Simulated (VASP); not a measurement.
# NaRu2 (P4/mmm) in VASP: single point with PBE

Aim: the single point of NaRu2 with PBE.

Program: VASP 6.6.1. These are calculated values, not measurements. Logs are shortened: lines on timing, memory, paths and dates and some standing lists are left out, and cuts for length are marked.

## Step 1: The cell of the first run

It takes space group P4/mmm (No. 123, tetragonal). Conventional cell: a = 3.102 Å, b = 3.102 Å, c = 5.229 Å, α = 90.00°, β = 90.00°, γ = 90.00°. Na (site symmetry 4/mmm) has 10 Ru at 2.61 to 3.41 Å and 4 Na at 3.10 Å within 3.5 Å. Ru (site symmetry 4/mmm) has 4 Ru at 2.19 Å and 2 Na at 2.61 Å within 2.9 Å. Within 2.9 Å of Ru (site symmetry 4/mmm) lie 4 Ru at 2.19 Å.

The cell was generated, and may not be a known phase.

## Step 2: Single point, PBE

File INCAR:

```
SYSTEM = NaRu2
PREC = Accurate
ENCUT = 520
EDIFF = 1E-6
ISMEAR = 0
SIGMA = 0.1
LREAL = .FALSE.
LASPH = .TRUE.
NELM = 80
ALGO = Normal
ISIF = 2
LWAVE = .FALSE.
LCHARG = .TRUE.
GGA = PE
LELF = .TRUE.
LVHAR = .TRUE.
NBANDS = 24
```

File KPOINTS:

```
regular mesh
0
G
  6 6 4
  0 0 0
```

File POSCAR:

```
NaRu2
1.0
    3.1023109600      0.0000000000      0.0000000000
    0.0000000000      3.1023109600      0.0000000000
    0.0000000000      0.0000000000      5.2291207300
Na Ru
1 2
Direct
    0.0000000000      0.0000000000      0.5000000000
    0.0000000000      0.0000000000      0.0000000000
    0.5000000000      0.5000000000      0.0000000000
```

Potentials or basis: VASP PAW PBE potentials, release 64 (Na_pv, Ru_pv).

The run is started by

```
> cat potpaw_PBE.64/Na_pv/POTCAR potpaw_PBE.64/Ru_pv/POTCAR > POTCAR
> mpirun -np 1 vasp_std > vasp.out
```

OUTCAR:

```text
SYSTEM = NaRu2
   PREC = Accurate
   ENCUT = 520
   EDIFF = 1E-6
   ISMEAR = 0
   LREAL = .FALSE.
   LASPH = .TRUE.
   NELM = 80
   ISIF = 2
   GGA = PE

 ion  position               nearest neighbor table
   1  0.000  0.000  0.500-   2 2.61   2 2.61
   2  0.000  0.000  0.000-   3 2.19   3 2.19   3 2.19   3 2.19   1 2.61   1 2.61
   3  0.500  0.500  0.000-   2 2.19   2 2.19   2 2.19   2 2.19

  LATTYP: Found a simple tetragonal cell.
 ALAT       =     3.1023109600
 C/A-ratio  =     1.6855566052

  Lattice vectors:

 A1 = (   3.1023109600,   0.0000000000,   0.0000000000)
 A2 = (   0.0000000000,   3.1023109600,   0.0000000000)
 A3 = (   0.0000000000,   0.0000000000,   5.2291207300)

Analysis of symmetry for initial positions (statically):
=====================================================================
 Subroutine PRICEL returns:
 Original cell was already a primitive cell.

 Routine SETGRP: Setting up the symmetry group for a
 simple tetragonal supercell.

 Subroutine GETGRP returns: Found 16 space group operations
 (whereof 16 operations were pure point group operations)
 out of a pool of 16 trial point group operations.

The static configuration has the point symmetry D_4h.

Analysis of symmetry for dynamics (positions and initial velocities):
=====================================================================
 Subroutine PRICEL returns:
 Original cell was already a primitive cell.

 Routine SETGRP: Setting up the symmetry group for a
 simple tetragonal supercell.

 Subroutine GETGRP returns: Found 16 space group operations
 (whereof 16 operations were pure point group operations)
 out of a pool of 16 trial point group operations.

The dynamic configuration has the point symmetry D_4h.

 Subroutine INISYM returns: Found 16 space group operations
 (whereof 16 operations are pure point group operations),
 and found     1 'primitive' translations

----------------------------------------------------------------------------------------

                                     Primitive cell

  volume of cell :      50.3268

  direct lattice vectors                    reciprocal lattice vectors
     3.102310960  0.000000000  0.000000000     0.322340350  0.000000000  0.000000000
     0.000000000  3.102310960  0.000000000     0.000000000  0.322340350  0.000000000
     0.000000000  0.000000000  5.229120730     0.000000000  0.000000000  0.191236740

  length of vectors
     3.102310960  3.102310960  5.229120730     0.322340350  0.322340350  0.191236740

  position of ions in fractional coordinates (direct lattice)
     0.000000000  0.000000000  0.500000000
     0.000000000  0.000000000  0.000000000
     0.500000000  0.500000000  0.000000000

  ion indices of the primitive-cell ions
   primitive index   ion index
                 1           1
                 2           2
                 3           3

----------------------------------------------------------------------------------------

 KPOINTS: regular mesh

Automatic generation of k-mesh.
 Grid dimensions read from file:
 generate k-points for:    6    6    4

 Generating k-lattice:

  Cartesian coordinates                     Fractional coordinates (reciprocal lattice)
     0.053723392  0.000000000  0.000000000     0.166666667  0.000000000  0.000000000
     0.000000000  0.053723392  0.000000000     0.000000000  0.166666667  0.000000000
     0.000000000  0.000000000  0.047809185     0.000000000  0.000000000  0.250000000

  Length of vectors
     0.053723392  0.053723392  0.047809185

  Shift w.r.t. Gamma in fractional coordinates (k-lattice)
     0.000000000  0.000000000  0.000000000

 Subroutine IBZKPT returns following result:
 ===========================================

 Found     30 irreducible k-points:

 Following reciprocal coordinates:
            Coordinates               Weight
  0.000000  0.000000  0.000000      1.000000
  0.166667  0.000000  0.000000      4.000000
  0.333333  0.000000  0.000000      4.000000
  0.500000  0.000000  0.000000      2.000000
  0.166667  0.166667  0.000000      4.000000
  0.333333  0.166667  0.000000      8.000000
[... 16 lines left out ...]
  0.333333  0.000000  0.500000      4.000000
  0.500000  0.000000  0.500000      2.000000
 [... further k-points ...]
   k-points           NKPTS =     30   k-points in BZ     NKDIM =     30   number of bands    NBANDS=     24
   number of dos      NEDOS =    301   number of ions     NIONS =      3
   total plane-waves  NPLWV =  23040
   dimension x,y,z NGX =    24 NGY =   24 NGZ =   40
   dimension x,y,z NGXF=    48 NGYF=   48 NGZF=   80
   ions per type =               1   2
   NGX,Y,Z   is equivalent  to a cutoff of  12.86, 12.86, 12.72 a.u.
   NGXF,Y,Z  is equivalent  to a cutoff of  25.72, 25.72, 25.43 a.u.
 SYSTEM =  NaRu2
   PREC   = accura    normal or accurate (medium, high low for compatibility)
   ISTART =      0    job   : 0-new  1-cont  2-samecut
   ICHARG =      2    charge: 1-file 2-atom 10-const
   ISPIN  =      1    spin polarized calculation?
   LNONCOLLINEAR =      F non collinear calculations
   LSORBIT =      F    spin-orbit coupling
   LASPH  =      T    aspherical Exc in radial PAW
   ENCUT  =  520.0 eV  38.22 Ry    6.18 a.u.   5.77  5.77  9.72*2*pi/ulx,y,z
   NELM   =     80;   NELMIN=  2; NELMDL= -5     # of ELM steps
   EDIFF  = 0.1E-05   stopping-criterion for ELM
   LREAL  =      F    real-space projection
   EDIFFG = 0.1E-04   stopping-criterion for IOM
   NSW    =      0    number of steps for IOM
   IBRION =     -1    ionic relax: 0-MD 1-quasi-New 2-CG
   NFREE  =      0    steps in history (QN), initial steepest desc. (CG)
   ISIF   =      2    stress and relaxation
   ISYM   =      2    0-nonsym 1-usesym 2-fastsym
   POTIM  = 0.5000    time-step for ionic-motion
   TEBEG  =    0.0;   TEEND  =   0.0 temperature during run
   PSTRESS=    0.0 pullay stress
   NELECT =      35.0000    total number of electrons
   NUPDOWN=      -1.0000    fix difference up-down
   EMIN   =  10.00;   EMAX   =-10.00  energy-range for DOS
   EFERMI =   0.00;   METHOD = LEGACY
   ISMEAR =     0;   SIGMA  =   0.10  broadening in eV -4-tet -1-fermi 0-gaus
   EFERMI_NEDOS =   21; number of points for ismear=-14 and -15
   IALGO  =     38    algorithm
   IMIX   =      4    mixing-type and parameters
     AMIX     =   0.40;   BMIX     =  1.00
     AMIX_MAG =   1.60;   BMIX_MAG =  1.00
  volume/ion in A,a.u.               =      16.78       113.21
  Fermi-wavevector in a.u.,A,eV,Ry     =   1.450433  2.740921 28.623345  2.103757
  Thomas-Fermi vector in A             =   2.568046
   LORBIT       =      0    0 simple, 1 ext, 2 COOP (PROOUT), +10 PAW based schemes
   GGA     = PE    functional components
   LHFCALC =     F    Hartree Fock is set to
   AEXX    =    0.0000 exact exchange contribution
   IVDW    =     0    specifies the selected vdW correction
   LEPSILON=     F    determine dielectric tensor
   LRPA    =     F    only Hartree local field effects (RPA)
 non-spin polarized calculation
 Gauss-broadening in eV      SIGMA  =   0.10
  energy-cutoff  :      520.00
  volume of cell :       50.33
 maximum number of plane-waves:      1372
 NGX is ok and might be reduce to    24
   NGX = 11   NGY = 11   NGZ = 19

 number of electron      35.0000016 magnetization

 Free energy of the ion-electron system (eV)
  ---------------------------------------------------
  ext. energy  EPLUGINS =         0.00000000
  ---------------------------------------------------
  free energy    TOTEN  =       -14.82746665 eV

  energy without entropy =      -14.81192091  energy(sigma->0) =      -14.81969378

 E-fermi :   7.7867     XC(G=0): -11.0355

 val. band max:        7.7847149771   @ k =   0.3333   0.1667   0.0000
 cond. band min:       7.7989805581   @ k =   0.1667   0.1667   0.5000
 fundamental gap:      0.0142655810
 Fermi energy:         7.7866866321

 k-point     1 :       0.0000    0.0000    0.0000
  band No.  band energies     occupation
      1     -37.0661      2.00000
      2     -37.0661      2.00000
      3     -35.5032      2.00000
      4     -34.6808      2.00000
      5     -34.3334      2.00000
      6     -34.3334      2.00000
[... 16 lines left out ...]
     23      17.9401      0.00000
     24      17.9401      0.00000

 k-point     2 :       0.1667    0.0000    0.0000
  band No.  band energies     occupation
      1     -36.9245      2.00000
      2     -36.9051      2.00000
      3     -35.4473      2.00000
      4     -34.7348      2.00000
      5     -34.5663      2.00000
      6     -34.5435      2.00000
[... 16 lines left out ...]
     23      14.9532      0.00000
     24      18.5347      0.00000

 k-point     3 :       0.3333    0.0000    0.0000
  band No.  band energies     occupation
      1     -36.5114      2.00000
      2     -36.4518      2.00000
      3     -35.2950      2.00000
      4     -35.1591      2.00000
      5     -35.0937      2.00000
      6     -34.8832      2.00000
[... 16 lines left out ...]
     23      12.8349      0.00000
     24      16.8508      0.00000

 k-point     4 :       0.5000    0.0000    0.0000
  band No.  band energies     occupation
      1     -35.8985      2.00000
      2     -35.8603      2.00000
      3     -35.8159      2.00000
      4     -35.7773      2.00000
      5     -35.0944      2.00000
      6     -35.0819      2.00000
[... 16 lines left out ...]
     23      14.3725      0.00000
     24      14.4990      0.00000

 k-point     5 :       0.1667    0.1667    0.0000
  band No.  band energies     occupation
      1     -37.1930      2.00000
      2     -36.3641      2.00000
      3     -35.3979      2.00000
      4     -35.2175      2.00000
      5     -34.7806      2.00000
      6     -34.2553      2.00000
[... 16 lines left out ...]
     23      14.6074      0.00000
     24      17.7480      0.00000

 k-point     6 :       0.3333    0.1667    0.0000
  band No.  band energies     occupation
      1     -37.1281      2.00000
      2     -36.0180      2.00000
      3     -35.6533      2.00000
      4     -35.2642      2.00000
      5     -34.9074      2.00000
      6     -34.4118      2.00000
[... 16 lines left out ...]
     23      13.0352      0.00000
     24      17.1255      0.00000
[... 379 lines left out ...]
 k-point    21 :       0.0000    0.0000    0.5000
  band No.  band energies     occupation
      1     -37.0661      2.00000
      2     -37.0661      2.00000
      3     -35.5021      2.00000
      4     -34.6801      2.00000
      5     -34.3334      2.00000
      6     -34.3334      2.00000
[... 16 lines left out ...]
     23      16.9959      0.00000
     24      18.5044      0.00000

 k-point    22 :       0.1667    0.0000    0.5000
  band No.  band energies     occupation
      1     -36.9245      2.00000
      2     -36.9051      2.00000
      3     -35.4462      2.00000
      4     -34.7341      2.00000
      5     -34.5663      2.00000
      6     -34.5435      2.00000
[... 16 lines left out ...]
     23      16.2635      0.00000
     24      16.3241      0.00000

 k-point    23 :       0.3333    0.0000    0.5000
  band No.  band energies     occupation
      1     -36.5114      2.00000
      2     -36.4518      2.00000
      3     -35.2940      2.00000
      4     -35.1591      2.00000
      5     -35.0937      2.00000
      6     -34.8825      2.00000
[... 16 lines left out ...]
     23      13.2422      0.00000
     24      18.0729      0.00000

 k-point    24 :       0.5000    0.0000    0.5000
  band No.  band energies     occupation
      1     -35.8986      2.00000
      2     -35.8603      2.00000
      3     -35.8159      2.00000
      4     -35.7773      2.00000
      5     -35.0926      2.00000
      6     -35.0820      2.00000
[... 16 lines left out ...]
     23      11.2554      0.00000
     24      18.5462      0.00000

 [... further k-points ...]

------------------------ aborting loop because EDIFF is reached ----------------------------------------

  FORCE on cell =-STRESS in cart. coord.  units (eV):
  Direction    XX          YY          ZZ          XY          YZ          ZX
  --------------------------------------------------------------------------------------
  -------------------------------------------------------------------------------------
  Total       22.0441670     22.0441670      4.5429501      0.0000000      0.0000000     -0.0000000
  in kB      701.7864062    701.7864062    144.6269504      0.0000000      0.0000000     -0.0000000
  external PRESSURE =     516.0665876 kB  Pullay stress =       0.0000000 kB

 VOLUME and BASIS-vectors are now :
 -----------------------------------------------------------------------------
  energy-cutoff  :      520.00
  volume of cell :       50.33
      direct lattice vectors                 reciprocal lattice vectors
     3.102310960  0.000000000  0.000000000     0.322340350  0.000000000  0.000000000
     0.000000000  3.102310960  0.000000000     0.000000000  0.322340350  0.000000000
     0.000000000  0.000000000  5.229120730     0.000000000  0.000000000  0.191236740

 POSITION                                       TOTAL-FORCE (eV/Angst)
 -----------------------------------------------------------------------------------
      0.00000      0.00000      2.61456         0.000000      0.000000      0.000000
      0.00000      0.00000      0.00000         0.000000      0.000000      0.000000
      1.55116      1.55116      0.00000         0.000000      0.000000      0.000000
 -----------------------------------------------------------------------------------
    total drift:                                0.000000     -0.000000     -0.000000

  FREE ENERGIE OF THE ION-ELECTRON SYSTEM (eV)
  ---------------------------------------------------
  free  energy   TOTEN  =       -14.8274666489 eV

  energy  without entropy=      -14.8119209086  energy(sigma->0) =      -14.81969378
```

Wall time 38 s (1 thread of Intel Xeon 8259CL, shared host); peak memory 0.18 GiB.

Results:

```
Free energy            : -14.8275 eV
Pressure               : 51.6 GPa
Band gap on the k mesh : zero (an odd number of electrons rules out a gap without spin polarisation)
```

Caveat: the stress differs along the axes, from 14 to 70 GPa.
